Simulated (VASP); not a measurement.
# BN (C2) in VASP: a series of runs

The runs below take BN through single point, with PBE.

All numbers are computed with VASP 6.6.1; they aren't measurements. Logs are shortened: lines on timing, memory, paths and dates and some standing lists are left out, and cuts for length are marked.

## Step 1: The cell of the first run

The structure is monoclinic, space group C2 (No. 5). Conventional cell: a = 3.477 Å, b = 3.625 Å, c = 2.112 Å, α = 90.00°, β = 124.18°, γ = 90.00°. B (site symmetry 2) has 4 N at 1.39 to 1.70 Å within 1.9 Å. N (site symmetry 2) has 4 B at 1.39 to 1.70 Å within 1.9 Å.

## Step 2: Single point, PBE (engineering shear strain xz -0.3000, normal strain along z -0.0525)

INCAR reads:

```
ALGO = Normal ; EDIFF = 1E-6
ENCUT = 520 ; GGA = PE
ISIF = 2 ; ISMEAR = 0
LASPH = True ; LCHARG = False
LREAL = False ; LWAVE = False
NBANDS = 11 ; NELM = 60
PREC = Accurate ; SIGMA = 0.05
```

KPOINTS reads:

```
k-points
0
Gamma
  12 12 12
```

POSCAR reads:

```
BN
1.0
   -0.2718590671      1.7172431072      1.8123937807
    1.8123937807     -0.2718590671      1.8123937807
    1.5405347136      1.4453840401      0.0000000000
B N
1 1
Direct
    0.0000000000      0.0000000000      0.0000000000
    0.7500000000      0.7500000000      0.7500000000
```

Potentials or basis: VASP PAW PBE potentials, release 64 (B, N).

Started as:

```bash
$ cat potpaw_PBE.64/B/POTCAR potpaw_PBE.64/N/POTCAR > POTCAR
$ mpirun -np 1 vasp_std > vasp.out
```

OUTCAR:

```text
EDIFF = 1E-6
   ENCUT = 520
   GGA = PE
   ISIF = 2
   ISMEAR = 0
   LASPH = True
   LREAL = False
   NELM = 60
   PREC = Accurate

 ion  position               nearest neighbor table
   1  0.000  0.000  0.000-   2 1.39   2 1.39   2 1.70   2 1.70
   2  0.750  0.750  0.750-   1 1.39   1 1.39   1 1.70   1 1.70

  LATTYP: Found a base centered monoclinic cell.
 ALAT       =     3.4772582542
 B/A-ratio  =     1.0424269055
 C/A-ratio  =     0.6075002163
 COS(beta)  =    -0.5617786009

  Lattice vectors:

 A1 = (   0.2718590671,  -1.7172431072,   1.8123937807)
 A2 = (   0.2718590671,  -1.7172431072,  -1.8123937807)
 A3 = (   1.5405347136,   1.4453840401,   0.0000000000)

Analysis of symmetry for initial positions (statically):
=====================================================================
 Subroutine PRICEL returns:
 Original cell was already a primitive cell.

 Routine SETGRP: Setting up the symmetry group for a
 base centered monoclinic supercell.

 Subroutine GETGRP returns: Found  2 space group operations
 (whereof  2 operations were pure point group operations)
 out of a pool of  4 trial point group operations.

The static configuration has the point symmetry C_2 .

Analysis of symmetry for dynamics (positions and initial velocities):
=====================================================================
 Subroutine PRICEL returns:
 Original cell was already a primitive cell.

 Routine SETGRP: Setting up the symmetry group for a
 base centered monoclinic supercell.

 Subroutine GETGRP returns: Found  2 space group operations
 (whereof  2 operations were pure point group operations)
 out of a pool of  4 trial point group operations.

The dynamic configuration has the point symmetry C_2 .

 Subroutine INISYM returns: Found  2 space group operations
 (whereof  2 operations are pure point group operations),
 and found     1 'primitive' translations

----------------------------------------------------------------------------------------

                                     Primitive cell

  volume of cell :      11.0136

  direct lattice vectors                    reciprocal lattice vectors
    -0.271859067  1.717243107  1.812393781    -0.237851777  0.253509731  0.275878236
     1.812393781 -0.271859067  1.812393781     0.237851777 -0.253509731  0.275878236
     1.540534714  1.445384040  0.000000000     0.327325799  0.342983753 -0.275878236

  length of vectors
     2.511494069  2.577489047  2.112435142     0.443789875  0.443789875  0.548533349

  position of ions in fractional coordinates (direct lattice)
     0.000000000  0.000000000  0.000000000
     0.750000000  0.750000000  0.750000000

  ion indices of the primitive-cell ions
   primitive index   ion index
                 1           1
                 2           2

----------------------------------------------------------------------------------------

 KPOINTS: k-points

Automatic generation of k-mesh.
 Grid dimensions read from file:
 generate k-points for:   12   12   12

 Generating k-lattice:

  Cartesian coordinates                     Fractional coordinates (reciprocal lattice)
    -0.019820981  0.021125811  0.022989853     0.083333333  0.000000000 -0.000000000
     0.019820981 -0.021125811  0.022989853    -0.000000000  0.083333333  0.000000000
     0.027277150  0.028581979 -0.022989853    -0.000000000  0.000000000  0.083333333

  Length of vectors
     0.036982490  0.036982490  0.045711112

  Shift w.r.t. Gamma in fractional coordinates (k-lattice)
     0.000000000  0.000000000  0.000000000

 Subroutine IBZKPT returns following result:
 ===========================================

 Found    476 irreducible k-points:

 Following reciprocal coordinates:
            Coordinates               Weight
  0.000000  0.000000  0.000000      1.000000
  0.083333 -0.000000 -0.000000      4.000000
  0.166667  0.000000 -0.000000      4.000000
  0.250000 -0.000000 -0.000000      4.000000
  0.333333  0.000000 -0.000000      4.000000
  0.416667 -0.000000 -0.000000      4.000000
[... 16 lines left out ...]
  0.500000  0.166667 -0.000000      4.000000
 -0.416667  0.166667  0.000000      4.000000
 [... further k-points ...]
   k-points           NKPTS =    476   k-points in BZ     NKDIM =    476   number of bands    NBANDS=     11
   number of dos      NEDOS =    301   number of ions     NIONS =      2
   total plane-waves  NPLWV =   6400
   dimension x,y,z NGX =    20 NGY =   20 NGZ =   16
   dimension x,y,z NGXF=    40 NGYF=   40 NGZF=   32
   ions per type =               1   1
   NGX,Y,Z   is equivalent  to a cutoff of  13.24, 12.90, 12.59 a.u.
   NGXF,Y,Z  is equivalent  to a cutoff of  26.48, 25.80, 25.18 a.u.
 SYSTEM =  unknown system
   PREC   = accura    normal or accurate (medium, high low for compatibility)
   ISTART =      0    job   : 0-new  1-cont  2-samecut
   ICHARG =      2    charge: 1-file 2-atom 10-const
   ISPIN  =      1    spin polarized calculation?
   LNONCOLLINEAR =      F non collinear calculations
   LSORBIT =      F    spin-orbit coupling
   LASPH  =      T    aspherical Exc in radial PAW
   ENCUT  =  520.0 eV  38.22 Ry    6.18 a.u.   4.67  4.79  3.93*2*pi/ulx,y,z
   NELM   =     60;   NELMIN=  2; NELMDL= -5     # of ELM steps
   EDIFF  = 0.1E-05   stopping-criterion for ELM
   LREAL  =      F    real-space projection
   EDIFFG = 0.1E-04   stopping-criterion for IOM
   NSW    =      0    number of steps for IOM
   IBRION =     -1    ionic relax: 0-MD 1-quasi-New 2-CG
   NFREE  =      0    steps in history (QN), initial steepest desc. (CG)
   ISIF   =      2    stress and relaxation
   ISYM   =      2    0-nonsym 1-usesym 2-fastsym
   POTIM  = 0.5000    time-step for ionic-motion
   TEBEG  =    0.0;   TEEND  =   0.0 temperature during run
   PSTRESS=    0.0 pullay stress
   NELECT =       8.0000    total number of electrons
   NUPDOWN=      -1.0000    fix difference up-down
   EMIN   =  10.00;   EMAX   =-10.00  energy-range for DOS
   EFERMI =   0.00;   METHOD = LEGACY
   ISMEAR =     0;   SIGMA  =   0.05  broadening in eV -4-tet -1-fermi 0-gaus
   EFERMI_NEDOS =   21; number of points for ismear=-14 and -15
   IALGO  =     38    algorithm
   IMIX   =      4    mixing-type and parameters
     AMIX     =   0.40;   BMIX     =  1.00
     AMIX_MAG =   1.60;   BMIX_MAG =  1.00
  volume/ion in A,a.u.               =       5.51        37.16
  Fermi-wavevector in a.u.,A,eV,Ry     =   1.471618  2.780954 29.465577  2.165659
  Thomas-Fermi vector in A             =   2.586732
   LORBIT       =      0    0 simple, 1 ext, 2 COOP (PROOUT), +10 PAW based schemes
   GGA     = PE    functional components
   LHFCALC =     F    Hartree Fock is set to
   AEXX    =    0.0000 exact exchange contribution
   IVDW    =     0    specifies the selected vdW correction
   LEPSILON=     F    determine dielectric tensor
   LRPA    =     F    only Hartree local field effects (RPA)
 non-spin polarized calculation
 Gauss-broadening in eV      SIGMA  =   0.05
  energy-cutoff  :      520.00
  volume of cell :       11.01
 maximum number of plane-waves:       308
   NGX =  9   NGY =  9   NGZ =  7

 number of electron       8.0000000 magnetization

 Free energy of the ion-electron system (eV)
  ---------------------------------------------------
  ext. energy  EPLUGINS =         0.00000000
  ---------------------------------------------------
  free energy    TOTEN  =       -15.42078521 eV

  energy without entropy =      -15.42078135  energy(sigma->0) =      -15.42078328

 E-fermi :  10.0398     XC(G=0): -13.1384

 val. band max:        9.9667261591   @ k =   0.0000   0.0000   0.0000
 cond. band min:      10.1128488853   @ k =   0.5000   0.5000   0.0000
 fundamental gap:      0.1461227262
 Fermi energy:        10.0397888794

 k-point     1 :       0.0000    0.0000    0.0000
  band No.  band energies     occupation
      1     -13.0113      2.00000
      2       6.9933      2.00000
      3       7.4598      2.00000
      4       9.9667      1.96122
      5      12.4354      0.00000
      6      13.5620      0.00000
      7      22.7531      0.00000
      8      25.9608      0.00000
      9      33.5778      0.00000
     10      35.6464      0.00000
     11      37.2498      0.00000

 k-point     2 :       0.0833   -0.0000   -0.0000
  band No.  band energies     occupation
      1     -12.8737      2.00000
      2       5.8014      2.00000
      3       7.3095      2.00000
      4       9.8710      2.00000
      5      12.8389      0.00000
      6      14.6326      0.00000
      7      22.8949      0.00000
      8      25.9426      0.00000
      9      32.4875      0.00000
     10      36.0964      0.00000
     11      37.5787      0.00000

 k-point     3 :       0.1667    0.0000   -0.0000
  band No.  band energies     occupation
      1     -12.4684      2.00000
      2       3.4336      2.00000
      3       7.1177      2.00000
      4       9.6211      2.00000
      5      13.4307      0.00000
      6      16.8978      0.00000
      7      23.2461      0.00000
      8      25.9144      0.00000
      9      31.1415      0.00000
     10      36.1368      0.00000
     11      37.6432      0.00000
[... 267 lines left out ...]
 k-point    23 :       0.5000    0.1667   -0.0000
  band No.  band energies     occupation
      1      -9.4999      2.00000
      2      -2.8244      2.00000
      3       4.2115      2.00000
      4       8.3009      2.00000
      5      16.0260      0.00000
      6      21.1163      0.00000
      7      24.9606      0.00000
      8      26.4852      0.00000
      9      28.2295      0.00000
     10      37.0286      0.00000
     11      40.8741      0.00000

 k-point    24 :      -0.4167    0.1667    0.0000
  band No.  band energies     occupation
      1      -9.5542      2.00000
      2      -2.7148      2.00000
      3       3.7087      2.00000
      4       8.4183      2.00000
      5      16.9465      0.00000
      6      21.7455      0.00000
      7      24.8508      0.00000
      8      26.5156      0.00000
      9      28.5037      0.00000
     10      36.1976      0.00000
     11      40.0130      0.00000

 [... further k-points ...]

------------------------ aborting loop because EDIFF is reached ----------------------------------------

  FORCE on cell =-STRESS in cart. coord.  units (eV):
  Direction    XX          YY          ZZ          XY          YZ          ZX
  --------------------------------------------------------------------------------------
  -------------------------------------------------------------------------------------
  Total        5.7797535      7.3258499      2.1257297     12.2226953      0.0000000      0.0000000
  in kB      840.7956931   1065.7103378    309.2354008   1778.0671152      0.0000000      0.0000000
  external PRESSURE =     738.5804772 kB  Pullay stress =       0.0000000 kB

 VOLUME and BASIS-vectors are now :
 -----------------------------------------------------------------------------
  energy-cutoff  :      520.00
  volume of cell :       11.01
      direct lattice vectors                 reciprocal lattice vectors
    -0.271859067  1.717243107  1.812393781    -0.237851777  0.253509731  0.275878236
     1.812393781 -0.271859067  1.812393781     0.237851777 -0.253509731  0.275878236
     1.540534714  1.445384040  0.000000000     0.327325799  0.342983753 -0.275878236

 POSITION                                       TOTAL-FORCE (eV/Angst)
 -----------------------------------------------------------------------------------
      0.00000      0.00000      0.00000        -0.000000      0.000000      1.786147
      2.31080      2.16808      2.71859         0.000000     -0.000000     -1.786147
 -----------------------------------------------------------------------------------
    total drift:                                0.000000     -0.000001     -0.000481

  FREE ENERGIE OF THE ION-ELECTRON SYSTEM (eV)
  ---------------------------------------------------
  free  energy   TOTEN  =       -15.4207852062 eV

  energy  without entropy=      -15.4207813455  energy(sigma->0) =      -15.42078328
```

Run time: 24 s. Hardware: 1 thread of Intel Xeon Platinum 8488C (Sapphire Rapids), shared host; peak memory 0.16 GiB.

Results:

* Free energy: -15.4208 eV
* Pressure: 73.9 GPa
* Largest force: 1.786 eV/Å
* Band gap on the k mesh: 0.15 eV (least direct gap 2.47 eV)

Forces on the atoms (eV/Å):
```
B    0.000  0.000  1.786
N    0.000  0.000 -1.786
```

Caveat: the cell differs from its parent crystal (engineering shear strain xz -0.3000, normal strain along z -0.0525); the cell stands under pressure; forces of over 1 eV/Å act on the atoms, so gaps and moduli don't describe the material at rest. A k mesh can miss the band edges.

## Step 3: Single point, PBE (engineering shear strain xz -0.3000, normal strain along z -0.0350)

INCAR reads:

```
SYSTEM = BN
PREC = Accurate
ENCUT = 520
EDIFF = 1E-6
ISMEAR = 0
SIGMA = 0.05
LREAL = .False.
LASPH = .True.
NELM = 80
ALGO = Normal
ISIF = 2
LWAVE = .False.
LCHARG = .True.
GGA = PE
LELF = .True.
LVHAR = .True.
NBANDS = 11
```

KPOINTS reads:

```
regular mesh
0
Gamma
  12 12 12
  0 0 0
```

POSCAR reads:

```
BN
1.0
   -0.2718590671      1.7489599984      1.8123937807
    1.8123937807     -0.2718590671      1.8123937807
    1.5405347136      1.4771009313      0.0000000000
B N
1 1
Direct
    0.0000000000      0.0000000000      0.0000000000
    0.7500000000      0.7500000000      0.7500000000
```

Potentials or basis: VASP PAW PBE potentials, release 64 (B, N).

Started as:

```bash
$ cat potpaw_PBE.64/B/POTCAR potpaw_PBE.64/N/POTCAR > POTCAR
$ mpirun -np 1 vasp_std > vasp.out
```

OUTCAR:

```text
SYSTEM = BN
   PREC = Accurate
   ENCUT = 520
   EDIFF = 1E-6
   ISMEAR = 0
   LREAL = .False.
   LASPH = .True.
   NELM = 80
   ISIF = 2
   GGA = PE

 ion  position               nearest neighbor table
   1  0.000  0.000  0.000-   2 1.40   2 1.40   2 1.71   2 1.71
   2  0.750  0.750  0.750-   1 1.40   1 1.40   1 1.71   1 1.71

  LATTYP: Found a base centered monoclinic cell.
 ALAT       =     3.5399256650
 B/A-ratio  =     1.0239727905
 C/A-ratio  =     0.6029115357
 COS(beta)  =    -0.5730099756

  Lattice vectors:
[... 525 lines left out ...]

  FORCE on cell =-STRESS in cart. coord.  units (eV):
  Direction    XX          YY          ZZ          XY          YZ          ZX
  --------------------------------------------------------------------------------------
  -------------------------------------------------------------------------------------
  Total        5.2192623      6.2983507      1.7140030     11.7098502     -0.0000000     -0.0000000
  in kB      745.1619336    899.2250096    244.7107915   1671.8329453     -0.0000000     -0.0000000
  external PRESSURE =     629.6992449 kB  Pullay stress =       0.0000000 kB

 VOLUME and BASIS-vectors are now :
 -----------------------------------------------------------------------------
  energy-cutoff  :      520.00
  volume of cell :       11.22
      direct lattice vectors                 reciprocal lattice vectors
    -0.271859067  1.748959998  1.812393781    -0.238557838  0.248802654  0.275878236
     1.812393781 -0.271859067  1.812393781     0.238557838 -0.248802654  0.275878236
     1.540534714  1.477100931  0.000000000     0.326370540  0.336615355 -0.275878236

 POSITION                                       TOTAL-FORCE (eV/Angst)
 -----------------------------------------------------------------------------------
      0.00000      0.00000      0.00000        -0.000000     -0.000000      1.502165
      2.31080      2.21565      2.71859         0.000000      0.000000     -1.502165
 -----------------------------------------------------------------------------------
    total drift:                                0.000001      0.000000     -0.000459

  FREE ENERGIE OF THE ION-ELECTRON SYSTEM (eV)
  ---------------------------------------------------
  free  energy   TOTEN  =       -15.5826436765 eV

  energy  without entropy=      -15.5826436433  energy(sigma->0) =      -15.58264366
```

stdout:

```text
POSCAR found type information on POSCAR B N
 POSCAR found :  2 types and       2 ions
 scaLAPACK will be used
 LDA part: xc-table for (Slater+PW92), standard interpolation
 POSCAR, INCAR and KPOINTS ok, starting setup
 FFT: planning ... GRIDC
 FFT: planning ... GRID_SOFT
 FFT: planning ... GRID
 WAVECAR not read
 entering main loop
```

Run time: 25 s. Hardware: 1 thread of Intel Xeon Platinum 8488C (Sapphire Rapids), shared host; peak memory 0.16 GiB.

What came out:

* Free energy: -15.5826 eV
* Pressure: 63.0 GPa
* Largest force: 1.502 eV/Å
* Band gap on the k mesh: 0.26 eV (least direct gap 2.55 eV)

Forces in eV/Å, atoms in the order of the input:
```
B    0.000  0.000  1.502
N    0.000  0.000 -1.502
```

Stress tensor (GPa, compression positive):
```
 74.52 167.18   0.00
167.18  89.92   0.00
  0.00   0.00  24.47
```

Caveat: the cell differs from its parent crystal (engineering shear strain xz -0.3000, normal strain along z -0.0350); the cell stands under pressure; forces of over 1 eV/Å act on the atoms, so gaps and moduli don't describe the material at rest. A k mesh can miss the band edges.

## Step 4: Single point, PBE (engineering shear strain xz -0.1500, normal strain along z -0.0525)

INCAR reads:

```
SYSTEM = BN
  PREC = Accurate
  ENCUT = 520
  EDIFF = 1E-6
  ISMEAR = 0
  SIGMA = 0.05
  LREAL = .FALSE.
  LASPH = .TRUE.
  NELM = 60
  ALGO = Normal
  ISIF = 2
  LWAVE = .FALSE.
  LCHARG = .TRUE.
  GGA = PE
  LELF = .TRUE.
  LVHAR = .TRUE.
  NBANDS = 11
```

KPOINTS reads:

```
Automatic mesh
0
G
  12 12 12
  0 0 0
```

POSCAR reads:

```
BN
1.0
   -0.1359295336      1.7172431072      1.8123937807
    1.8123937807     -0.1359295336      1.8123937807
    1.6764642471      1.5813135737      0.0000000000
B N
1 1
Direct
    0.0000000000      0.0000000000      0.0000000000
    0.7500000000      0.7500000000      0.7500000000
```

Started as:

```bash
$ cat potpaw_PBE.64/B/POTCAR potpaw_PBE.64/N/POTCAR > POTCAR
$ mpirun -np 1 vasp_std > vasp.out
```

Wall time 27 s (1 thread of Intel Xeon Platinum 8488C (Sapphire Rapids), shared host); peak memory 0.16 GiB.

The run converged. Its results:

```
Free energy            : -16.9068 eV
Pressure               : 34.7 GPa
Largest force          : 0.674 eV/Å
Band gap on the k mesh : 3.02 eV (least direct gap 6.21 eV)
```

Forces in eV/Å, atoms in the order of the input:
```
B    0.000  0.000  0.674
N    0.000  0.000 -0.674
```

Stress tensor (GPa, compression positive):
```
29.17 82.86  0.00
82.86 58.84  0.00
 0.00  0.00 16.19
```

Levels at points of the mesh, in eV from the valence-band top:
| k point | band 2 | band 3 | band 4 | band 5 | band 6 | band 7 |
| --- | --- | --- | --- | --- | --- | --- |
| (0.00, 0.00, 0.00) | -1.14 | -1.04 | 0.00 | 6.21 | 6.30 | 10.75 |
| (0.50, 0.00, 0.00) | -12.06 | -2.52 | -1.59 | 8.14 | 11.88 | 13.46 |
| (0.50, 0.50, 0.00) | -10.22 | -7.00 | -3.85 | 3.02 | 11.11 | 17.52 |
| (0.00, 0.00, 0.50) | -11.60 | -3.83 | -2.67 | 7.81 | 9.68 | 10.70 |
| (0.50, 0.00, 0.50) | -9.52 | -6.24 | -6.09 | 3.24 | 8.06 | 16.58 |
| (0.00, 0.50, 0.50) | -10.27 | -5.47 | -5.39 | 4.23 | 9.38 | 16.45 |

Caveat: the cell differs from its parent crystal (engineering shear strain xz -0.1500, normal strain along z -0.0525); the cell stands under pressure.

## Step 5: Overview

```csv
cell,gap on the mesh (eV),pressure (GPa),largest force (eV/Å)
"a = 2.511, b = 2.577, c = 2.112 Å, angles 63.9, 67.1, 68.9°, 2 atoms",0.15,73.9,1.79
"a = 2.533, b = 2.577, c = 2.134 Å, angles 64.2, 66.4, 69.2°, 2 atoms",0.26,63.0,1.50
"a = 2.500, b = 2.567, c = 2.305 Å, angles 61.5, 64.4, 64.1°, 2 atoms",3.02,34.7,0.67
```

Alike in all rows: task single point; level PBE; potentials or basis VASP PAW PBE potentials, release 64 (B, N); no spin polarisation; k mesh 12 × 12 × 12; cutoff (eV) 520; smearing gaussian 0.05 eV.

Caveats: the cell stands under pressure; forces of over 1 eV/Å act on the atoms, so gaps and moduli don't describe the material at rest (at least some runs).

Absolute energies hang on the potentials; compare differences alone.
